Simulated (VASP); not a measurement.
# LiPr3N2 in VASP: further runs

Runs on LiPr3N2. Level: PBE. Tasks: relaxation of cell and atoms, single point.

Program: VASP 6.6.1. These are calculated values, not measurements. Logs are shortened: lines on timing, memory, paths and dates and some standing lists are left out, and cuts for length are marked.

### 1 The cell of the first run

It takes space group I4/mmm (No. 139, tetragonal). Conventional cell: a = 4.908 Å, b = 4.908 Å, c = 12.080 Å, α = 90.00°, β = 90.00°, γ = 90.00°. Li (site symmetry 4/mmm) has 12 Pr at 3.47 to 3.89 Å and 10 N at 3.66 to 4.21 Å within 4.6 Å. Pr (site symmetry -4m2) has 4 N at 2.54 Å within 3.3 Å. Within 3.1 Å of Pr (site symmetry 4/mmm) lie 2 N at 2.38 Å. Within 3.1 Å of N (site symmetry 4mm) lie 5 Pr at 2.38 to 2.54 Å.

The cell was generated, and may not be a known phase.

### 2 Relaxation of cell and atoms, PBE

Input file INCAR:

```
SYSTEM = LiPr3N2
ALGO = Normal ; EDIFF = 1E-7
EDIFFG = -0.04 ; ENCUT = 750
GGA = PE ; GGA_COMPAT = .FALSE.
IBRION = 2 ; ISIF = 3
ISMEAR = 0 ; LASPH = .TRUE.
LCHARG = .FALSE. ; LMAXMIX = 6
LREAL = .FALSE. ; LWAVE = .FALSE.
NELM = 200 ; NELMIN = 4
NSW = 90 ; PREC = Accurate
SIGMA = 0.1
```

Input file KPOINTS:

```
k-points
0
G
  6 6 6
  0 0 0
```

Input file POSCAR:

```
LiPr3N2
1.0
   -2.4541750578      2.4541750578      6.0401231313
    2.4541750578     -2.4541750578      6.0401231313
    2.4541750578      2.4541750578     -6.0401231313
Li Pr N
1 3 2
Direct
    0.0000000000      0.0000000000      0.0000000000
    0.7500000000      0.2500000000      0.5000000000
    0.2500000000      0.7500000000      0.5000000000
    0.5000000000      0.5000000000      0.0000000000
    0.6971124921      0.6971124921      0.0000000000
    0.3028875079      0.3028875079      0.0000000000
```

Potentials or basis: VASP PAW PBE potentials, release 64 (Li_sv, Pr_3, N), 4f in core.

Run with:

```
$ cat potpaw_PBE.64/Li_sv/POTCAR potpaw_PBE.64/Pr_3/POTCAR potpaw_PBE.64/N/POTCAR > POTCAR
$ mpirun -np 1 vasp_std > vasp.out
```

OUTCAR:

```text
SYSTEM = LiPr3N2
   EDIFF = 1E-7
   EDIFFG = -0.04
   ENCUT = 750
   GGA = PE
   IBRION = 2
   ISIF = 3
   ISMEAR = 0
   LASPH = .TRUE.
   LREAL = .FALSE.
   NELM = 200
   NELMIN = 4
   NSW = 90
   PREC = Accurate

 ion  position               nearest neighbor table
   1  0.000  0.000  0.000-
   2  0.750  0.250  0.500-   6 2.54   5 2.54   6 2.54   5 2.54   3 3.47   3 3.47   3 3.47   3 3.47
                             4 3.89   4 3.89   4 3.89   4 3.89
   3  0.250  0.750  0.500-   6 2.54   5 2.54   6 2.54   5 2.54   2 3.47   2 3.47   2 3.47   2 3.47
                             4 3.89   4 3.89   4 3.89   4 3.89
   4  0.500  0.500  0.000-   5 2.38   6 2.38   2 3.89   3 3.89   3 3.89   2 3.89   2 3.89   3 3.89
                             3 3.89   2 3.89
   5  0.697  0.697  0.000-   4 2.38   2 2.54   3 2.54   2 2.54   3 2.54
   6  0.303  0.303  0.000-   4 2.38   3 2.54   2 2.54   3 2.54   2 2.54

  LATTYP: Found a body centered tetragonal cell.
 ALAT       =     4.9083501156
 C/A-ratio  =     2.4611623006

  Lattice vectors:

 A1 = (  -2.4541750578,   2.4541750578,   6.0401231313)
 A2 = (   2.4541750578,  -2.4541750578,   6.0401231313)
 A3 = (   2.4541750578,   2.4541750578,  -6.0401231313)

Analysis of symmetry for initial positions (statically):
=====================================================================
 Subroutine PRICEL returns:
 Original cell was already a primitive cell.

 Routine SETGRP: Setting up the symmetry group for a
 body centered tetragonal supercell.

 Subroutine GETGRP returns: Found 16 space group operations
 (whereof 16 operations were pure point group operations)
 out of a pool of 16 trial point group operations.

The static configuration has the point symmetry D_4h.

Analysis of symmetry for dynamics (positions and initial velocities):
=====================================================================
 Subroutine PRICEL returns:
 Original cell was already a primitive cell.

 Routine SETGRP: Setting up the symmetry group for a
 body centered tetragonal supercell.

 Subroutine GETGRP returns: Found 16 space group operations
 (whereof 16 operations were pure point group operations)
 out of a pool of 16 trial point group operations.

The dynamic configuration has the point symmetry D_4h.

 Subroutine INISYM returns: Found 16 space group operations
 (whereof 16 operations are pure point group operations),
[... 104 lines left out ...]
   EDIFF  = 0.1E-06   stopping-criterion for ELM
   LREAL  =      F    real-space projection
   EDIFFG = -.4E-01   stopping-criterion for IOM
   NSW    =     90    number of steps for IOM
   IBRION =      2    ionic relax: 0-MD 1-quasi-New 2-CG
   NFREE  =      1    steps in history (QN), initial steepest desc. (CG)
   ISIF   =      3    stress and relaxation
   ISYM   =      2    0-nonsym 1-usesym 2-fastsym
   POTIM  = 0.5000    time-step for ionic-motion
   TEBEG  =    0.0;   TEEND  =   0.0 temperature during run
   PSTRESS=    0.0 pullay stress
   NELECT =      46.0000    total number of electrons
   NUPDOWN=      -1.0000    fix difference up-down
   EMIN   =  10.00;   EMAX   =-10.00  energy-range for DOS
   EFERMI =   0.00;   METHOD = LEGACY
   ISMEAR =     0;   SIGMA  =   0.10  broadening in eV -4-tet -1-fermi 0-gaus
   EFERMI_NEDOS =   21; number of points for ismear=-14 and -15
   IALGO  =     38    algorithm
   IMIX   =      4    mixing-type and parameters
     AMIX     =   0.40;   BMIX     =  1.00
     AMIX_MAG =   1.60;   BMIX_MAG =  1.00
  volume/ion in A,a.u.               =      24.25       163.67
  Fermi-wavevector in a.u.,A,eV,Ry     =   1.115206  2.107434 16.921358  1.243685
  Thomas-Fermi vector in A             =   2.251809
   LORBIT       =      0    0 simple, 1 ext, 2 COOP (PROOUT), +10 PAW based schemes
   GGA     = PE    functional components
   LHFCALC =     F    Hartree Fock is set to
   AEXX    =    0.0000 exact exchange contribution
   IVDW    =     0    specifies the selected vdW correction
   LEPSILON=     F    determine dielectric tensor
   LRPA    =     F    only Hartree local field effects (RPA)
 conjugate gradient relaxation of ions
 non-spin polarized calculation
 Gauss-broadening in eV      SIGMA  =   0.10
  energy-cutoff  :      750.00
  volume of cell :      145.52
 maximum number of plane-waves:      6830
 NGX is ok and might be reduce to    64
   NGX = 31   NGY = 31   NGZ = 31

--------------------------------------- Ionic step        1  -------------------------------------------

 number of electron      46.0000000 magnetization

 Free energy of the ion-electron system (eV)
  ---------------------------------------------------
  ext. energy  EPLUGINS =         0.00000000
  ---------------------------------------------------
  free energy    TOTEN  =       -37.05934585 eV

  energy without entropy =      -37.04224625  energy(sigma->0) =      -37.05079605

------------------------ aborting loop because EDIFF is reached ----------------------------------------

  FORCE on cell =-STRESS in cart. coord.  units (eV):
  Direction    XX          YY          ZZ          XY          YZ          ZX
  --------------------------------------------------------------------------------------
  -------------------------------------------------------------------------------------
  Total        0.0921483      0.0921483     -0.0837444      0.0000000     -0.0000000      0.0000000
  in kB        1.0145678      1.0145678     -0.9220394      0.0000000     -0.0000000      0.0000000
  external PRESSURE =       0.3690321 kB  Pullay stress =       0.0000000 kB
[... 107 lines left out ...]
--------------------------------------- Ionic step        4  -------------------------------------------

 number of electron      46.0000000 magnetization

 Free energy of the ion-electron system (eV)
  ---------------------------------------------------
  ext. energy  EPLUGINS =         0.00000000
  ---------------------------------------------------
  free energy    TOTEN  =       -37.06046864 eV

  energy without entropy =      -37.04409212  energy(sigma->0) =      -37.05228038

 E-fermi :   3.0423     XC(G=0):  -9.2378

 val. band max:        3.0055454907   @ k =  -0.1667  -0.3333   0.1667
 cond. band min:       3.0546345994   @ k =   0.5000   0.5000   0.5000
 fundamental gap:      0.0490891088
 Fermi energy:         3.0423183402

 k-point     1 :       0.0000    0.0000    0.0000
  band No.  band energies     occupation
      1     -43.5465      2.00000
      2     -33.1332      2.00000
      3     -33.0332      2.00000
      4     -32.8558      2.00000
      5     -15.7375      2.00000
      6     -15.4640      2.00000
[... 709 lines left out ...]
     26       4.7041      0.00000
     27       4.7531      0.00000

 [... further k-points ...]
[... 5 lines left out ...]
  --------------------------------------------------------------------------------------
  -------------------------------------------------------------------------------------
  Total       -0.1725539     -0.1725539     -0.1890705      0.0000000      0.0000000      0.0000000
  in kB       -1.8954945     -1.8954945     -2.0769277      0.0000000      0.0000000      0.0000000
  external PRESSURE =      -1.9559722 kB  Pullay stress =       0.0000000 kB
[... 21 lines left out ...]
  FREE ENERGIE OF THE ION-ELECTRON SYSTEM (eV)
  ---------------------------------------------------
  free  energy   TOTEN  =       -37.0604686370 eV

  energy  without entropy=      -37.0440921167  energy(sigma->0) =      -37.05228038

 reached required accuracy - stopping structural energy minimisation
```

OSZICAR:

```text
N       E                     dE             d eps       ncg     rms          rms(c)
DAV:   1     0.452818283917E+03    0.45282E+03   -0.25801E+04  1620   0.208E+03
[... 38 lines left out ...]
DAV:   2    -0.370605094574E+02    0.14267E-03   -0.80894E-04  2282   0.172E-01    0.381E-02
DAV:   3    -0.370604655196E+02    0.43938E-04   -0.10408E-04  2280   0.714E-02    0.165E-02
DAV:   4    -0.370604621633E+02    0.33563E-05   -0.62764E-05  2639   0.389E-02    0.872E-03
DAV:   5    -0.370604641668E+02   -0.20035E-05   -0.41708E-06  2259   0.117E-02    0.631E-03
DAV:   6    -0.370604679227E+02   -0.37559E-05   -0.21982E-06  2277   0.874E-03    0.202E-03
DAV:   7    -0.370604685744E+02   -0.65167E-06   -0.88951E-07  2483   0.480E-03    0.542E-04
DAV:   8    -0.370604686370E+02   -0.62611E-07   -0.68105E-08   917   0.154E-03
   4 F= -.37060469E+02 E0= -.37052280E+02  d E =-.203992E-03
```

CONTCAR:

```text
LiPr3N2
   1.00000000000000
    -2.4609775164940566    2.4609775164940566    6.0205697341119491
     2.4609775164940566   -2.4609775164940566    6.0205697341119491
     2.4609775164940566    2.4609775164940566   -6.0205697341119491
  Li              Pr              N
     1     3     2
Direct
     0.0000000000000000    0.0000000000000000    0.0000000000000000
     0.7500000000000000    0.2500000000000000    0.5000000000000000
     0.2500000000000000    0.7500000000000000    0.5000000000000000
     0.5000000000000000    0.5000000000000000    0.0000000000000000
     0.6981249771257970    0.6981249771257970    1.0000000000000000
     0.3018750228742029    0.3018750228742029    0.0000000000000000

  0.00000000E+00  0.00000000E+00  0.00000000E+00
  0.00000000E+00  0.00000000E+00  0.00000000E+00
  0.00000000E+00  0.00000000E+00  0.00000000E+00
  0.00000000E+00  0.00000000E+00  0.00000000E+00
  0.00000000E+00  0.00000000E+00  0.00000000E+00
  0.00000000E+00  0.00000000E+00  0.00000000E+00
```

Run time: 11 min. Hardware: 1 thread of Intel Xeon 6975P-C (Granite Rapids), shared host; peak memory 0.73 GiB.

What came out:

```
Free energy                           : -37.0605 eV
Relaxed volume                        : 24.31 Å³/atom
Relaxed cell                          : a = 6.954 Å, b = 6.954 Å, c = 6.954 Å, α = 138.55°, β = 138.55°, γ = 60.06°
Space group after relaxing (to 0.1 Å) : I4/mmm (No. 139)
Energy gained by relaxing             : 0.2 meV/atom
Ionic steps                           : 4
Pressure after relaxing               : -0.2 GPa
Largest force after relaxing          : 0.010 eV/Å
Band gap on the k mesh                : zero (bands 23 and 24 overlap by 0.32 eV)
```

Forces in eV/Å, atoms in the order of the input:
```
Li   0.000  0.000  0.000
Pr   0.000  0.000  0.000
Pr   0.000  0.000  0.000
Pr   0.000  0.000  0.000
N    0.000  0.000  0.010
N    0.000  0.000 -0.010
```

Step by step:
| step | energy change (eV) | largest force (eV/Å) | pressure (GPa) | volume (Å³) |
| --- | --- | --- | --- | --- |
| 1 | 0.0000 | 0.0597 | 0.04 | 145.52 |
| 2 | -0.0005 | 0.0477 | -0.04 | 145.64 |
| 3 | -0.0009 | 0.0153 | -0.25 | 145.95 |
| 4 | -0.0011 | 0.0104 | -0.20 | 145.85 |

Final structure:
```xyz
6
Lattice="-2.4610 2.4610 6.0206 2.4610 -2.4610 6.0206 2.4610 2.4610 -6.0206" Properties=species:S:1:pos:R:3 pbc="T T T"
Li    0.0000    0.0000    0.0000
Pr    0.0000    2.4610    3.0103
Pr    2.4610    0.0000    3.0103
Pr    0.0000    0.0000    6.0206
N     2.4610    2.4610    2.3857
N     0.0000    0.0000    3.6349
```

Caveat: spin-orbit coupling is left out, which moves the levels of the heavy elements; the 4f electrons are frozen in the core, so they carry no moment and show no levels; the run has no spin polarisation, though such a crystal can be magnetic. With open d or f shells a metallic result of PBE can be an artefact of self-interaction; +U or a hybrid may open a gap.

### 3 Single point, PBE

This run uses another cell than the first one, of 22.03 Å³/atom.

Input file INCAR:

```
ALGO = Normal
EDIFF = 1E-6
ENCUT = 750
GGA = PE
GGA_COMPAT = F
ISIF = 2
ISMEAR = 0
LASPH = T
LCHARG = F
LMAXMIX = 6
LREAL = F
LWAVE = F
NBANDS = 32
NELM = 200
PREC = Accurate
SIGMA = 0.2
```

Input file KPOINTS:

```
k-points
0
Gamma
  4 4 4
```

Input file POSCAR:

```
LiPr3N2
1.0
   -2.5872481711      2.5872481711      4.9371986900
    2.5872481711     -2.5872481711      4.9371986900
    2.5872481711      2.5872481711     -4.9371986900
Li Pr N
1 3 2
Direct
    0.4581804358      0.4581804358      0.0000000000
    0.7082529459      0.2082529459      0.5000000000
    0.2082529459      0.7082529459      0.5000000000
   -0.0419416014     -0.0419416014      0.0000000000
    0.9586302469      0.4586302469      0.5000000000
    0.4586302469      0.9586302469      0.5000000000
```

Potentials or basis: VASP PAW PBE potentials, release 64 (Li_sv, Pr_3, N), 4f in core.

Run with:

```
$ cat potpaw_PBE.64/Li_sv/POTCAR potpaw_PBE.64/Pr_3/POTCAR potpaw_PBE.64/N/POTCAR > POTCAR
$ mpirun -np 1 vasp_std > vasp.out
```

It took 1.8 min on 1 thread of Intel Xeon 6975P-C (Granite Rapids), shared host; peak memory 0.43 GiB.

It converged, with:

```
Free energy            : -35.3948 eV
Pressure               : -0.3 GPa
Largest force          : 0.010 eV/Å
Band gap on the k mesh : zero (bands 23 and 24 overlap by 0.62 eV)
```

Forces on the atoms (eV/Å):
```
Li   0.000  0.000  0.008
Pr   0.000  0.000 -0.006
Pr   0.000  0.000 -0.006
Pr   0.000  0.000  0.010
N    0.000  0.000 -0.003
N    0.000  0.000 -0.003
```

Stress tensor (GPa, compression positive):
```
-0.22  0.00  0.00
 0.00 -0.22  0.00
 0.00  0.00 -0.47
```

Levels at points of the mesh, in eV from the Fermi level:
| k point | band 20 | band 21 | band 22 | band 23 | band 24 | band 25 | band 26 | band 27 |
| --- | --- | --- | --- | --- | --- | --- | --- | --- |
| (0.00, 0.00, 0.00) | -1.03 | -0.52 | -0.25 | -0.25 | -0.15 | 1.40 | 1.40 | 3.31 |
| (0.50, 0.00, 0.00) | -1.42 | -0.86 | -0.74 | 0.28 | 0.50 | 1.11 | 1.65 | 1.94 |
| (0.50, 0.50, 0.00) | -0.55 | -0.51 | -0.38 | -0.25 | 0.46 | 0.50 | 1.83 | 2.26 |
| (0.50, 0.50, 0.50) | -1.57 | -0.56 | -0.56 | -0.18 | -0.18 | -0.11 | 0.10 | 2.33 |

Caveat: spin-orbit coupling is left out, which moves the levels of the heavy elements; the 4f electrons are frozen in the core, so they carry no moment and show no levels; the run has no spin polarisation, though such a crystal can be magnetic. Spin polarisation is off, so any magnetic state and its effect on volume and gap are missing.

The gap in the log of VASP goes by the Fermi energy; the results here count the filled bands.